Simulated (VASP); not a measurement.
# WS2 (R3m) in VASP: single point with r2SCAN

Aim: the single point of WS2 with r2SCAN.

Everything below comes from runs of VASP 6.6.1. Logs are shortened: lines on timing, memory, paths and dates and some standing lists are left out, and cuts for length are marked.

## (1) The cell of the first run

Symmetry: R3m, No. 160, trigonal system. Conventional cell: a = 3.182 Å, b = 3.182 Å, c = 19.636 Å, α = 90.00°, β = 90.00°, γ = 120.00°. Within 3.2 Å of W (site symmetry 3m) lie 6 S at 2.41 Å and 6 W at 3.18 Å. S (site symmetry 3m) has 3 W at 2.41 Å and 7 S at 3.12 to 3.18 Å within 3.2 Å. S (site symmetry 3m) has 3 W at 2.41 Å and 7 S at 3.12 to 3.18 Å within 3.2 Å.

## (2) Single point, r2SCAN

POSCAR

```
WS2
1.0
    1.5910838021      0.9186126614      6.5454881947
   -1.5910838021      0.9186126614      6.5454881947
    0.0000000000     -1.8372253229      6.5454881947
W S
1 2
Direct
   -0.0006753471     -0.0006753471     -0.0006753471
    0.7453825715      0.7453825715      0.7453825715
    0.5865927756      0.5865927756      0.5865927756
```

INCAR.step1

```
PREC = Accurate
ENCUT = 520
ISMEAR = -1
SIGMA = 0.1
LREAL = False
LASPH = True
NELM = 80
NBANDS = 20
GGA = PE
ALGO = Normal
EDIFF = 1E-4
LWAVE = True
LCHARG = False
```

INCAR.step2

```
PREC = Accurate
ENCUT = 520
EDIFF = 1E-6
ISMEAR = -1
SIGMA = 0.1
LREAL = False
LASPH = True
NELM = 80
ALGO = Normal
ISIF = 2
LWAVE = False
LCHARG = True
METAGGA = R2SCAN
LMIXTAU = True
LELF = True
LVHAR = True
NBANDS = 20
ISTART = 1
```

KPOINTS

```
regular mesh
0
Gamma
  12 12 12
```

Potentials or basis: VASP PAW PBE potentials, release 64 (W_sv, S).

Started as:

```bash
$ cat potpaw_PBE.64/W_sv/POTCAR potpaw_PBE.64/S/POTCAR > POTCAR
$ cp INCAR.step1 INCAR
$ mpirun -np 1 vasp_std > vasp.out
$ cp INCAR.step2 INCAR
$ mpirun -np 1 vasp_std > vasp.out
```

OUTCAR:

```text
PREC = Accurate
   ENCUT = 520
   EDIFF = 1E-6
   ISMEAR = -1
   LREAL = False
   LASPH = True
   NELM = 80
   ISIF = 2
   METAGGA = R2SCAN
   ISTART = 1

 ion  position               nearest neighbor table
   1  0.999  0.999  0.999-   2 2.41   2 2.41   2 2.41   3 2.41   3 2.41   3 2.41
   2  0.745  0.745  0.745-   1 2.41   1 2.41   1 2.41
   3  0.587  0.587  0.587-   1 2.41   1 2.41   1 2.41

  LATTYP: Found a trigonal (rhomboedric) cell.
 ALAT       =     6.7984419240
 COS(alpha) =     0.8904537991

  Lattice vectors:

 A1 = (   1.5910838021,   0.9186126614,   6.5454881947)
 A2 = (  -1.5910838021,   0.9186126614,   6.5454881947)
 A3 = (   0.0000000000,  -1.8372253229,   6.5454881947)

Analysis of symmetry for initial positions (statically):
=====================================================================
 Subroutine PRICEL returns:
 Original cell was already a primitive cell.

 Routine SETGRP: Setting up the symmetry group for a
 trigonal (rhombohedral) supercell.

 Subroutine GETGRP returns: Found  6 space group operations
 (whereof  6 operations were pure point group operations)
 out of a pool of 12 trial point group operations.

The static configuration has the point symmetry C_3v.

Analysis of symmetry for dynamics (positions and initial velocities):
=====================================================================
 Subroutine PRICEL returns:
 Original cell was already a primitive cell.

 Routine SETGRP: Setting up the symmetry group for a
 trigonal (rhombohedral) supercell.

 Subroutine GETGRP returns: Found  6 space group operations
 (whereof  6 operations were pure point group operations)
 out of a pool of 12 trial point group operations.

The dynamic configuration has the point symmetry C_3v.

 Subroutine INISYM returns: Found  6 space group operations
 (whereof  6 operations are pure point group operations),
 and found     1 'primitive' translations

----------------------------------------------------------------------------------------

                                     Primitive cell

  volume of cell :      57.4009

  direct lattice vectors                    reciprocal lattice vectors
     1.591083802  0.918612661  6.545488195     0.314251204  0.181433017  0.050925664
    -1.591083802  0.918612661  6.545488195    -0.314251204  0.181433017  0.050925664
     0.000000000 -1.837225323  6.545488195     0.000000000 -0.362866034  0.050925664

  length of vectors
     6.798441924  6.798441924  6.798441924     0.366422136  0.366422136  0.366422136

  position of ions in fractional coordinates (direct lattice)
     0.999324653  0.999324653  0.999324653
     0.745382572  0.745382572  0.745382572
     0.586592776  0.586592776  0.586592776

  ion indices of the primitive-cell ions
   primitive index   ion index
                 1           1
                 2           2
                 3           3

----------------------------------------------------------------------------------------

 KPOINTS: regular mesh

Automatic generation of k-mesh.
 Grid dimensions read from file:
 generate k-points for:   12   12   12

 Generating k-lattice:

  Cartesian coordinates                     Fractional coordinates (reciprocal lattice)
     0.026187600  0.015119418  0.004243805     0.083333333  0.000000000  0.000000000
    -0.026187600  0.015119418  0.004243805     0.000000000  0.083333333  0.000000000
     0.000000000 -0.030238836  0.004243805     0.000000000  0.000000000  0.083333333

  Length of vectors
     0.030535178  0.030535178  0.030535178

  Shift w.r.t. Gamma in fractional coordinates (k-lattice)
     0.000000000  0.000000000  0.000000000

 Subroutine IBZKPT returns following result:
 ===========================================

 Found    189 irreducible k-points:

 Following reciprocal coordinates:
            Coordinates               Weight
  0.000000  0.000000  0.000000      1.000000
  0.083333 -0.000000 -0.000000      6.000000
  0.166667 -0.000000  0.000000      6.000000
  0.250000  0.000000 -0.000000      6.000000
  0.333333 -0.000000 -0.000000      6.000000
  0.416667  0.000000  0.000000      6.000000
[... 16 lines left out ...]
  0.500000  0.166667 -0.000000     12.000000
 -0.416667  0.166667  0.000000     12.000000
 [... further k-points ...]
   k-points           NKPTS =    189   k-points in BZ     NKDIM =    189   number of bands    NBANDS=     20
   number of dos      NEDOS =    301   number of ions     NIONS =      3
   total plane-waves  NPLWV = 157464
   dimension x,y,z NGX =    54 NGY =   54 NGZ =   54
   dimension x,y,z NGXF=   108 NGYF=  108 NGZF=  108
   ions per type =               1   2
   NGX,Y,Z   is equivalent  to a cutoff of  13.20, 13.20, 13.20 a.u.
   NGXF,Y,Z  is equivalent  to a cutoff of  26.41, 26.41, 26.41 a.u.
 SYSTEM =  unknown system
   PREC   = accura    normal or accurate (medium, high low for compatibility)
   ISTART =      1    job   : 0-new  1-cont  2-samecut
   ICHARG =      0    charge: 1-file 2-atom 10-const
   ISPIN  =      1    spin polarized calculation?
   LNONCOLLINEAR =      F non collinear calculations
   LSORBIT =      F    spin-orbit coupling
   LASPH  =      T    aspherical Exc in radial PAW
   ENCUT  =  520.0 eV  38.22 Ry    6.18 a.u.  12.64 12.64 12.64*2*pi/ulx,y,z
   NELM   =     80;   NELMIN=  2; NELMDL=  0     # of ELM steps
   EDIFF  = 0.1E-05   stopping-criterion for ELM
   LREAL  =      F    real-space projection
   EDIFFG = 0.1E-04   stopping-criterion for IOM
   NSW    =      0    number of steps for IOM
   IBRION =     -1    ionic relax: 0-MD 1-quasi-New 2-CG
   NFREE  =      0    steps in history (QN), initial steepest desc. (CG)
   ISIF   =      2    stress and relaxation
   ISYM   =      2    0-nonsym 1-usesym 2-fastsym
   POTIM  = 0.5000    time-step for ionic-motion
   TEBEG  =    0.0;   TEEND  =   0.0 temperature during run
   PSTRESS=    0.0 pullay stress
   NELECT =      26.0000    total number of electrons
   NUPDOWN=      -1.0000    fix difference up-down
   EMIN   =  10.00;   EMAX   =-10.00  energy-range for DOS
   EFERMI =   0.00;   METHOD = LEGACY
   ISMEAR =    -1;   SIGMA  =   0.10  broadening in eV -4-tet -1-fermi 0-gaus
   EFERMI_NEDOS =   21; number of points for ismear=-14 and -15
   IALGO  =     38    algorithm
   IMIX   =      4    mixing-type and parameters
     AMIX     =   0.40;   BMIX     =  1.00
     AMIX_MAG =   1.60;   BMIX_MAG =  1.00
  volume/ion in A,a.u.               =      19.13       129.12
  Fermi-wavevector in a.u.,A,eV,Ry     =   1.257264  2.375884 21.506890  1.580712
  Thomas-Fermi vector in A             =   2.390931
   LORBIT       =      0    0 simple, 1 ext, 2 COOP (PROOUT), +10 PAW based schemes
   METAGGA = R2SCAN    functional components
   LHFCALC =     F    Hartree Fock is set to
   AEXX    =    0.0000 exact exchange contribution
   IVDW    =     0    specifies the selected vdW correction
   LEPSILON=     F    determine dielectric tensor
   LRPA    =     F    only Hartree local field effects (RPA)
 non-spin polarized calculation
  energy-cutoff  :      520.00
  volume of cell :       57.40
 maximum number of plane-waves:      1564
 NGX is ok and might be reduce to    54
   NGX = 25   NGY = 25   NGZ = 25

 number of electron      26.0000000 magnetization

 Free energy of the ion-electron system (eV)
  ---------------------------------------------------
  ext. energy  EPLUGINS =         0.00000000
  ---------------------------------------------------
  free energy    TOTEN  =       -70.08076080 eV

  energy without entropy =      -70.08071808  energy(sigma->0) =      -70.08073944

 E-fermi :   6.8710     XC(G=0): -11.1135

 val. band max:        6.2840790844   @ k =   0.5000   0.5000   0.5000
 cond. band min:       7.6693899733   @ k =  -0.2500   0.4167   0.0833
 fundamental gap:      1.3853108889
 Fermi energy:         6.8710102798

 k-point     1 :       0.0000    0.0000    0.0000
  band No.  band energies     occupation
      1     -70.2060      2.00000
      2     -33.7943      2.00000
      3     -33.6401      2.00000
      4     -33.6401      2.00000
      5      -9.7871      2.00000
      6      -7.8976      2.00000
[... 12 lines left out ...]
     19      14.4424      0.00000
     20      15.0543      0.00000

 k-point     2 :       0.0833   -0.0000   -0.0000
  band No.  band energies     occupation
      1     -70.2047      2.00000
      2     -33.7898      2.00000
      3     -33.6645      2.00000
      4     -33.6457      2.00000
      5      -9.6673      2.00000
      6      -7.8600      2.00000
[... 12 lines left out ...]
     19      14.6088      0.00000
     20      15.5194      0.00000

 k-point     3 :       0.1667   -0.0000    0.0000
  band No.  band energies     occupation
      1     -70.2012      2.00000
      2     -33.7775      2.00000
      3     -33.7309      2.00000
      4     -33.6612      2.00000
      5      -9.3260      2.00000
      6      -7.7531      2.00000
[... 12 lines left out ...]
     19      15.0133      0.00000
     20      15.9736      0.00000

 k-point     4 :       0.2500    0.0000   -0.0000
  band No.  band energies     occupation
      1     -70.1965      2.00000
      2     -33.8205      2.00000
      3     -33.7606      2.00000
      4     -33.6822      2.00000
      5      -8.8187      2.00000
      6      -7.5958      2.00000
[... 12 lines left out ...]
     19      15.0317      0.00000
     20      15.3729      0.00000

 k-point     5 :       0.3333   -0.0000   -0.0000
  band No.  band energies     occupation
      1     -70.1917      2.00000
      2     -33.9087      2.00000
      3     -33.7437      2.00000
      4     -33.7031      2.00000
      5      -8.2446      2.00000
      6      -7.4231      2.00000
[... 12 lines left out ...]
     19      14.0194      0.00000
     20      14.6357      0.00000

 k-point     6 :       0.4167    0.0000    0.0000
  band No.  band energies     occupation
      1     -70.1882      2.00000
      2     -33.9724      2.00000
      3     -33.7313      2.00000
      4     -33.7184      2.00000
      5      -7.7601      2.00000
      6      -7.2850      2.00000
[... 12 lines left out ...]
     19      13.6110      0.00000
     20      14.2847      0.00000

 k-point     7 :       0.5000    0.0000   -0.0000
  band No.  band energies     occupation
      1     -70.1869      2.00000
      2     -33.9956      2.00000
      3     -33.7267      2.00000
      4     -33.7239      2.00000
      5      -7.5629      2.00000
      6      -7.2319      2.00000
[... 12 lines left out ...]
     19      13.5791      0.00000
     20      14.2004      0.00000
[... 277 lines left out ...]
 k-point    20 :       0.2500    0.1667    0.0000
  band No.  band energies     occupation
      1     -70.1982      2.00000
      2     -33.7835      2.00000
      3     -33.7668      2.00000
      4     -33.6789      2.00000
      5      -8.9993      2.00000
      6      -7.6746      2.00000
[... 12 lines left out ...]
     19      15.3084      0.00000
     20      15.6032      0.00000

 k-point    21 :       0.3333    0.1667   -0.0000
  band No.  band energies     occupation
      1     -70.1941      2.00000
      2     -33.8480      2.00000
      3     -33.7522      2.00000
      4     -33.7098      2.00000
      5      -8.5302      2.00000
      6      -7.5290      2.00000
[... 12 lines left out ...]
     19      14.7880      0.00000
     20      15.6760      0.00000

 k-point    22 :       0.4167    0.1667    0.0000
  band No.  band energies     occupation
      1     -70.1899      2.00000
      2     -33.9085      2.00000
      3     -33.7440      2.00000
      4     -33.7375      2.00000
      5      -8.0071      2.00000
      6      -7.3623      2.00000
[... 12 lines left out ...]
     19      14.5087      0.00000
     20      15.4530      0.00000

 k-point    23 :       0.5000    0.1667   -0.0000
  band No.  band energies     occupation
      1     -70.1869      2.00000
      2     -33.9512      2.00000
      3     -33.7700      2.00000
      4     -33.7268      2.00000
      5      -7.5772      2.00000
      6      -7.2227      2.00000
[... 12 lines left out ...]
     19      14.6448      0.00000
     20      15.3573      0.00000

 k-point    24 :      -0.4167    0.1667    0.0000
  band No.  band energies     occupation
      1     -70.1858      2.00000
      2     -33.9666      2.00000
      3     -33.7797      2.00000
      4     -33.7228      2.00000
      5      -7.4107      2.00000
      6      -7.1629      2.00000
[... 12 lines left out ...]
     19      14.9570      0.00000
     20      15.3838      0.00000

 [... further k-points ...]

------------------------ aborting loop because EDIFF is reached ----------------------------------------

  FORCE on cell =-STRESS in cart. coord.  units (eV):
  Direction    XX          YY          ZZ          XY          YZ          ZX
  --------------------------------------------------------------------------------------
  -------------------------------------------------------------------------------------
  Total        0.0786901      0.0786901      0.0534519      0.0000000     -0.0000000      0.0000000
  in kB        2.1964019      2.1964019      1.4919526      0.0000000     -0.0000000      0.0000000
  external PRESSURE =       1.9615855 kB  Pullay stress =       0.0000000 kB

 VOLUME and BASIS-vectors are now :
 -----------------------------------------------------------------------------
  energy-cutoff  :      520.00
  volume of cell :       57.40
      direct lattice vectors                 reciprocal lattice vectors
     1.591083802  0.918612661  6.545488195     0.314251204  0.181433017  0.050925664
    -1.591083802  0.918612661  6.545488195    -0.314251204  0.181433017  0.050925664
     0.000000000 -1.837225323  6.545488195     0.000000000 -0.362866034  0.050925664

 POSITION                                       TOTAL-FORCE (eV/Angst)
 -----------------------------------------------------------------------------------
      0.00000     -0.00000     19.62320         0.000000     -0.000000      0.001120
      0.00000     -0.00000     14.63668         0.000000     -0.000000      0.021840
      0.00000     -0.00000     11.51861         0.000000      0.000000     -0.022959
 -----------------------------------------------------------------------------------
    total drift:                                0.000000      0.000000      0.000070

  FREE ENERGIE OF THE ION-ELECTRON SYSTEM (eV)
  ---------------------------------------------------
  free  energy   TOTEN  =       -70.0807607969 eV

  energy  without entropy=      -70.0807180789  energy(sigma->0) =      -70.08073944
```

Wall time 1.7 h (1 thread of Intel Xeon 8259CL, shared host); peak memory 0.58 GiB.

What came out:

| Item | Value |
| --- | --- |
| Free energy | -70.0808 eV |
| Pressure | 0.2 GPa |
| Largest force | 0.023 eV/Å |
| Band gap on the k mesh | 1.39 eV (least direct gap 1.92 eV) |

Forces in eV/Å, atoms in the order of the input:
```
W    0.000  0.000  0.001
S    0.000  0.000  0.022
S    0.000  0.000 -0.023
```

Levels at points of the mesh, in eV from the valence-band top:
| k point | band 11 | band 12 | band 13 | band 14 | band 15 | band 16 |
| --- | --- | --- | --- | --- | --- | --- |
| (0.00, 0.00, 0.00) | -2.31 | -1.91 | -0.91 | 2.53 | 2.53 | 2.74 |
| (0.50, 0.00, 0.00) | -2.62 | -1.92 | -1.57 | 2.49 | 2.88 | 4.02 |
| (0.50, 0.50, 0.00) | -2.99 | -2.00 | -1.46 | 2.47 | 2.97 | 3.68 |
| (0.50, 0.50, 0.50) | -2.30 | -2.30 | 0.00 | 2.57 | 2.57 | 2.67 |

Caveat: the PAW data sets were made with another functional, which shifts forces and pressure a little; spin-orbit coupling is left out, which moves the levels of the heavy elements. A k mesh can miss the band edges.
